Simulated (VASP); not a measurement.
# CoO: single point with r2SCAN+U

Crystal: CoO.

```
Co O
1.0
     2.55931    0.00000    0.00000
     0.00000    2.55931    0.00000
     0.00000    0.00000    2.55931
Co O
1 1
Cartesian
  0.0000 0.0000 0.0000
  1.2797 1.2797 1.2797
```

- Program: VASP 6.6.1
- Task: single point
- Functional: r2SCAN
- Potentials or basis: VASP PAW PBE potentials, release 64 (Co, O)
- Cutoff: 520 eV
- k mesh: 10 × 10 × 10
- Occupations: gaussian, width 0.02 eV
- Spin: no spin polarisation
- Hubbard terms: Co d U = 3.32 eV
- Dipole correction: no
- Further INCAR settings: ALGO = Normal; EDIFF = 1e-06; NBANDS = 14

```
Pressure : -10.1 GPa
```

Levels at points of the mesh, in eV from the Fermi level:
| k point | band 5 | band 6 | band 7 | band 8 | band 9 | band 10 |
| --- | --- | --- | --- | --- | --- | --- |
| (0.00, 0.00, 0.00) | -3.25 | -3.25 | -0.11 | -0.11 | -0.11 | 2.29 |
| (0.50, 0.00, 0.00) | -3.73 | -1.01 | 0.00 | 1.15 | 1.15 | 7.89 |
| (0.50, 0.50, 0.00) | -2.30 | -1.00 | -0.86 | -0.85 | -0.85 | 7.42 |
| (0.50, 0.50, 0.50) | -0.82 | -0.82 | 1.50 | 1.50 | 1.50 | 8.32 |

Eigenvalues of the final occupation matrices:
```tsv
site	spin	trace	eigenvalues
site 1 d	1	3.74	0.62 0.62 0.62 0.95 0.95
site 1 d	2	3.74	0.62 0.62 0.62 0.95 0.95
```

It took 27 s on 1 thread of AMD EPYC 9R45 96-Core Processor (Zen 5), with other jobs on the host, peak memory 0.11 GiB.

Caveat: the PAW data sets were made with another functional, which shifts forces and pressure a little; an odd number of electrons without spin polarisation forces a metal; a magnetic or distorted state may lie lower; the run has no spin polarisation, though such a crystal can be magnetic; U without spin polarisation on a metal has little footing. Spin polarisation is off, so any magnetic state and its effect on volume and gap are missing.
